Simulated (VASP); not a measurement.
# Si (a cell with a defect) in VASP: relaxation of the atoms with PBE

Aim: the relaxation of the atoms of Si (a cell with a defect) with PBE.

Program: VASP 6.6.1. These are calculated values, not measurements. Logs are shortened: lines on timing, memory, paths and dates and some standing lists are left out, and cuts for length are marked.

**1. The cell of the first run**

The cell holds a defect, 17 atoms: a = 7.679 Å, b = 7.679 Å, c = 7.679 Å, α = 60.00°, β = 60.00°, γ = 60.00°.

**2. Relaxation of the atoms, PBE**

INCAR reads:

```
ALGO = Normal
EDIFF = 1E-7
EDIFFG = -0.03
ENCUT = 520
GGA = PE
IBRION = 2
ISIF = 2
ISMEAR = -1
LASPH = True
LCHARG = False
LREAL = Auto
LWAVE = False
NELM = 100
NSW = 80
PREC = Accurate
SIGMA = 0.05
```

KPOINTS reads:

```
k-points
0
Gamma
  2 2 2
```

POSCAR reads:

```
Si
1.0
    0.0000000000      5.4300000000      5.4300000000
    5.4300000000      0.0000000000      5.4300000000
    5.4300000000      5.4300000000      0.0000000000
Si
17
Direct
    0.0000000000      0.0000000000      0.0000000000
    0.1250000000      0.1250000000      0.1250000000
    0.0000000000      0.0000000000      0.5000000000
    0.1250000000      0.1250000000      0.6250000000
    0.0000000000      0.5000000000      0.0000000000
    0.1250000000      0.6250000000      0.1250000000
    0.0000000000      0.5000000000      0.5000000000
    0.1250000000      0.6250000000      0.6250000000
    0.5000000000      0.0000000000      0.0000000000
    0.6250000000      0.1250000000      0.1250000000
    0.5000000000      0.0000000000      0.5000000000
    0.6250000000      0.1250000000      0.6250000000
    0.5000000000      0.5000000000      0.0000000000
    0.6250000000      0.6250000000      0.1250000000
    0.5000000000      0.5000000000      0.5000000000
    0.6250000000      0.6250000000      0.6250000000
    0.8769604600      0.3754798300      0.3802474600
```

Potentials or basis: VASP PAW PBE potentials, release 64 (Si).

Launch:

```console
> cat potpaw_PBE.64/Si/POTCAR > POTCAR
> mpirun -np 1 vasp_std > vasp.out
```

OUTCAR:

```text
EDIFF = 1E-7
   EDIFFG = -0.03
   ENCUT = 520
   GGA = PE
   IBRION = 2
   ISIF = 2
   ISMEAR = -1
   LASPH = True
   LREAL = Auto
   NELM = 100
   NSW = 80
   PREC = Accurate

 ion  position               nearest neighbor table
   1  0.000  0.000  0.000-   2 2.35   4 2.35   6 2.35  10 2.35
   2  0.125  0.125  0.125-   1 2.35   3 2.35   5 2.35   9 2.35  17 2.75
   3  0.000  0.000  0.500-   2 2.35   4 2.35   8 2.35  12 2.35  17 2.35
   4  0.125  0.125  0.625-   1 2.35   3 2.35   7 2.35  11 2.35  17 2.68
   5  0.000  0.500  0.000-   2 2.35   6 2.35   8 2.35  14 2.35  17 2.38
   6  0.125  0.625  0.125-   1 2.35   5 2.35   7 2.35  13 2.35  17 2.70
   7  0.000  0.500  0.500-  17 2.30   6 2.35   8 2.35  16 2.35   4 2.35
   8  0.125  0.625  0.625-   3 2.35   5 2.35   7 2.35  15 2.35
   9  0.500  0.000  0.000-   2 2.35  10 2.35  12 2.35  14 2.35
  10  0.625  0.125  0.125-   1 2.35   9 2.35  11 2.35  13 2.35
  11  0.500  0.000  0.500-   4 2.35  10 2.35  12 2.35  16 2.35
  12  0.625  0.125  0.625-   3 2.35   9 2.35  11 2.35  15 2.35  17 2.73
  13  0.500  0.500  0.000-   6 2.35  10 2.35  14 2.35  16 2.35
  14  0.625  0.625  0.125-   5 2.35   9 2.35  13 2.35  15 2.35  17 2.75
  15  0.500  0.500  0.500-   8 2.35  12 2.35  14 2.35  16 2.35  17 2.36
  16  0.625  0.625  0.625-   7 2.35  11 2.35  13 2.35  15 2.35  17 2.68
  17  0.877  0.375  0.380-   7 2.30   3 2.35  15 2.36   5 2.38   4 2.68  16 2.68   6 2.70  12 2.73
                             2 2.75  14 2.75

  LATTYP: Found a face centered cubic cell.
 ALAT       =    10.8600000000

  Lattice vectors:

 A1 = (   0.0000000000,   5.4300000000,   5.4300000000)
 A2 = (   5.4300000000,   0.0000000000,   5.4300000000)
 A3 = (   5.4300000000,   5.4300000000,   0.0000000000)

Analysis of symmetry for initial positions (statically):
=====================================================================
 Subroutine PRICEL returns:
 Original cell was already a primitive cell.

 Routine SETGRP: Setting up the symmetry group for a
 face centered cubic supercell.

 Subroutine GETGRP returns: Found  1 space group operations
 (whereof  1 operations were pure point group operations)
 out of a pool of 48 trial point group operations.

The static configuration has the point symmetry C_1 .

Analysis of symmetry for dynamics (positions and initial velocities):
=====================================================================
 Subroutine PRICEL returns:
 Original cell was already a primitive cell.

 Routine SETGRP: Setting up the symmetry group for a
 face centered cubic supercell.

 Subroutine GETGRP returns: Found  1 space group operations
 (whereof  1 operations were pure point group operations)
 out of a pool of 48 trial point group operations.

The dynamic configuration has the point symmetry C_1 .

 Subroutine INISYM returns: Found  1 space group operations
 (whereof  1 operations are pure point group operations),
 and found     1 'primitive' translations

----------------------------------------------------------------------------------------

                                     Primitive cell

  volume of cell :     320.2060

  direct lattice vectors                    reciprocal lattice vectors
     0.000000000  5.430000000  5.430000000    -0.092081031  0.092081031  0.092081031
     5.430000000  0.000000000  5.430000000     0.092081031 -0.092081031  0.092081031
     5.430000000  5.430000000  0.000000000     0.092081031  0.092081031 -0.092081031

  length of vectors
     7.679179644  7.679179644  7.679179644     0.159489025  0.159489025  0.159489025

  position of ions in fractional coordinates (direct lattice)
     0.000000000  0.000000000  0.000000000
     0.125000000  0.125000000  0.125000000
     0.000000000  0.000000000  0.500000000
     0.125000000  0.125000000  0.625000000
     0.000000000  0.500000000  0.000000000
     0.125000000  0.625000000  0.125000000
[... 9 lines left out ...]
     0.625000000  0.625000000  0.625000000
     0.876960460  0.375479830  0.380247460

  ion indices of the primitive-cell ions
   primitive index   ion index
                 1           1
                 2           2
                 3           3
                 4           4
                 5           5
                 6           6
[... 9 lines left out ...]
                16          16
                17          17

----------------------------------------------------------------------------------------

 KPOINTS: k-points

Automatic generation of k-mesh.
 Grid dimensions read from file:
 generate k-points for:    2    2    2

 Generating k-lattice:

  Cartesian coordinates                     Fractional coordinates (reciprocal lattice)
    -0.046040516  0.046040516  0.046040516     0.500000000  0.000000000  0.000000000
     0.046040516 -0.046040516  0.046040516     0.000000000  0.500000000  0.000000000
     0.046040516  0.046040516 -0.046040516     0.000000000  0.000000000  0.500000000

  Length of vectors
     0.079744512  0.079744512  0.079744512

  Shift w.r.t. Gamma in fractional coordinates (k-lattice)
     0.000000000  0.000000000  0.000000000

 Subroutine IBZKPT returns following result:
 ===========================================

 Found      8 irreducible k-points:

 Following reciprocal coordinates:
            Coordinates               Weight
  0.000000  0.000000  0.000000      1.000000
  0.500000  0.000000  0.000000      1.000000
  0.000000  0.500000  0.000000      1.000000
  0.000000  0.000000  0.500000      1.000000
  0.500000  0.500000  0.500000      1.000000
  0.500000  0.500000  0.000000      1.000000
  0.000000  0.500000  0.500000      1.000000
  0.500000  0.000000  0.500000      1.000000
   k-points           NKPTS =      8   k-points in BZ     NKDIM =      8   number of bands    NBANDS=     43
   number of dos      NEDOS =    301   number of ions     NIONS =     17
   total plane-waves  NPLWV = 216000
   dimension x,y,z NGX =    60 NGY =   60 NGZ =   60
   dimension x,y,z NGXF=   120 NGYF=  120 NGZF=  120
   ions per type =              17
   NGX,Y,Z   is equivalent  to a cutoff of  12.99, 12.99, 12.99 a.u.
   NGXF,Y,Z  is equivalent  to a cutoff of  25.98, 25.98, 25.98 a.u.
 SYSTEM =  unknown system
   PREC   = accura    normal or accurate (medium, high low for compatibility)
   ISTART =      0    job   : 0-new  1-cont  2-samecut
   ICHARG =      2    charge: 1-file 2-atom 10-const
   ISPIN  =      1    spin polarized calculation?
   LNONCOLLINEAR =      F non collinear calculations
   LSORBIT =      F    spin-orbit coupling
   LASPH  =      T    aspherical Exc in radial PAW
   ENCUT  =  520.0 eV  38.22 Ry    6.18 a.u.  14.28 14.28 14.28*2*pi/ulx,y,z
   NELM   =    100;   NELMIN=  2; NELMDL= -5     # of ELM steps
   EDIFF  = 0.1E-06   stopping-criterion for ELM
   LREAL  =      T    real-space projection
   EDIFFG = -.3E-01   stopping-criterion for IOM
   NSW    =     80    number of steps for IOM
   IBRION =      2    ionic relax: 0-MD 1-quasi-New 2-CG
   NFREE  =      1    steps in history (QN), initial steepest desc. (CG)
   ISIF   =      2    stress and relaxation
   ISYM   =      2    0-nonsym 1-usesym 2-fastsym
   POTIM  = 0.5000    time-step for ionic-motion
   TEBEG  =    0.0;   TEEND  =   0.0 temperature during run
   PSTRESS=    0.0 pullay stress
   NELECT =      68.0000    total number of electrons
   NUPDOWN=      -1.0000    fix difference up-down
   EMIN   =  10.00;   EMAX   =-10.00  energy-range for DOS
   EFERMI =   0.00;   METHOD = LEGACY
   ISMEAR =    -1;   SIGMA  =   0.05  broadening in eV -4-tet -1-fermi 0-gaus
   EFERMI_NEDOS =   21; number of points for ismear=-14 and -15
   IALGO  =     38    algorithm
   IMIX   =      4    mixing-type and parameters
     AMIX     =   0.40;   BMIX     =  1.00
     AMIX_MAG =   1.60;   BMIX_MAG =  1.00
  volume/ion in A,a.u.               =      18.84       127.11
  Fermi-wavevector in a.u.,A,eV,Ry     =   0.976715  1.845724 12.979587  0.953973
  Thomas-Fermi vector in A             =   2.107356
   LORBIT       =      0    0 simple, 1 ext, 2 COOP (PROOUT), +10 PAW based schemes
   GGA     = PE    functional components
   LHFCALC =     F    Hartree Fock is set to
   AEXX    =    0.0000 exact exchange contribution
   IVDW    =     0    specifies the selected vdW correction
   LEPSILON=     F    determine dielectric tensor
   LRPA    =     F    only Hartree local field effects (RPA)
 conjugate gradient relaxation of ions
 non-spin polarized calculation
  energy-cutoff  :      520.00
  volume of cell :      320.21
 maximum number of plane-waves:      8646
 NGX is ok and might be reduce to    60
   NGX = 29   NGY = 29   NGZ = 29

--------------------------------------- Ionic step        1  -------------------------------------------

 number of electron      68.0000004 magnetization

 Free energy of the ion-electron system (eV)
  ---------------------------------------------------
  ext. energy  EPLUGINS =         0.00000000
  ---------------------------------------------------
  free energy    TOTEN  =       -87.88021262 eV

  energy without entropy =      -87.84782402  energy(sigma->0) =      -87.86401832

------------------------ aborting loop because EDIFF is reached ----------------------------------------

  FORCE on cell =-STRESS in cart. coord.  units (eV):
  Direction    XX          YY          ZZ          XY          YZ          ZX
  --------------------------------------------------------------------------------------
  -------------------------------------------------------------------------------------
  Total       11.6645328     11.6647080     11.6639015      0.1895208      0.4084748      0.5103853
  in kB       58.3644567     58.3653332     58.3612977      0.9482828      2.0438377      2.5537554
  external PRESSURE =      58.3636959 kB  Pullay stress =       0.0000000 kB
[... 291 lines left out ...]
  energy  without entropy=      -87.9789815625  energy(sigma->0) =      -87.99603764

--------------------------------------- Ionic step        7  -------------------------------------------

 number of electron      68.0000000 magnetization

 Free energy of the ion-electron system (eV)
  ---------------------------------------------------
  ext. energy  EPLUGINS =         0.00000000
  ---------------------------------------------------
  free energy    TOTEN  =       -88.01317136 eV

  energy without entropy =      -87.97908960  energy(sigma->0) =      -87.99613048

 E-fermi :   6.8804     XC(G=0):  -9.6752

 val. band max:        6.6806832443   @ k =   0.0000   0.0000   0.0000
 cond. band min:       6.9256076636   @ k =   0.5000   0.5000   0.0000
 fundamental gap:      0.2449244193
 Fermi energy:         6.8803588256

 k-point     1 :       0.0000    0.0000    0.0000
  band No.  band energies     occupation
      1      -6.3194      2.00000
      2      -3.7772      2.00000
      3      -3.6285      2.00000
      4      -3.6270      2.00000
      5      -3.6260      2.00000
      6      -2.8122      2.00000
[... 401 lines left out ...]
  FREE ENERGIE OF THE ION-ELECTRON SYSTEM (eV)
  ---------------------------------------------------
  free  energy   TOTEN  =       -88.0131713607 eV

  energy  without entropy=      -87.9790896008  energy(sigma->0) =      -87.99613048

 reached required accuracy - stopping structural energy minimisation
```

Run time: 12 min. Hardware: 1 thread of Intel Xeon Platinum 8259CL at 2.50GHz (Skylake/Cascade Lake), shared host; peak memory 0.53 GiB.

Results:

- Free energy: -88.0132 eV
- Energy gained by relaxing: 7.8 meV/atom
- Ionic steps: 7
- Pressure after relaxing: 5.3 GPa
- Largest force after relaxing: 0.024 eV/Å
- Band gap on the k mesh: zero (band 34 reaches 6.93 eV, above the bottom of band 35 at 6.67 eV)

Forces on the atoms (eV/Å):
```
Si  -0.009  0.001  0.005
Si   0.005  0.002 -0.005
Si  -0.001  0.015 -0.005
Si   0.006 -0.006  0.008
Si  -0.003 -0.002  0.011
Si   0.011  0.010 -0.004
Si  -0.001  0.002 -0.006
Si  -0.005 -0.006  0.001
Si   0.000 -0.001  0.001
Si  -0.001 -0.002 -0.001
Si   0.005  0.004 -0.010
Si  -0.004 -0.002  0.005
Si   0.001 -0.009  0.004
Si   0.001  0.005 -0.004
Si   0.014 -0.001 -0.006
Si  -0.005  0.008  0.009
Si  -0.014 -0.019 -0.004
```

The path:
```
step  energy change (eV)  largest force (eV/Å)  pressure (GPa)
   1              0.0000                1.2016            5.84
   2             -0.1282                0.1564            5.34
   3             -0.1289                0.2156            5.31
   4             -0.1322                0.0725            5.31
   5             -0.1322                0.0765            5.31
   6             -0.1329                0.0411            5.32
   7             -0.1330                0.0237            5.32
```

Final structure:
```
Si
1.0
     0.00000    5.43000    5.43000
     5.43000    0.00000    5.43000
     5.43000    5.43000    0.00000
Si
17
Direct
  0.99837 0.00056 0.00068
  0.12803 0.12195 0.12207
  0.00211 0.99359 0.50206
  0.12811 0.12200 0.62814
  0.00173 0.50175 0.99470
  0.12807 0.62806 0.12212
  0.00281 0.50285 0.50273
  0.12546 0.62510 0.62629
  0.50047 0.00044 0.00055
  0.62499 0.12500 0.12495
  0.50065 0.00061 0.49829
  0.62199 0.12195 0.62808
  0.50057 0.49840 0.00066
  0.62198 0.62801 0.12207
  0.49394 0.50201 0.50195
  0.62204 0.62808 0.62812
  0.87563 0.37512 0.37679
```

Caveat: the k points lie up to 0.50 Å⁻¹ apart.
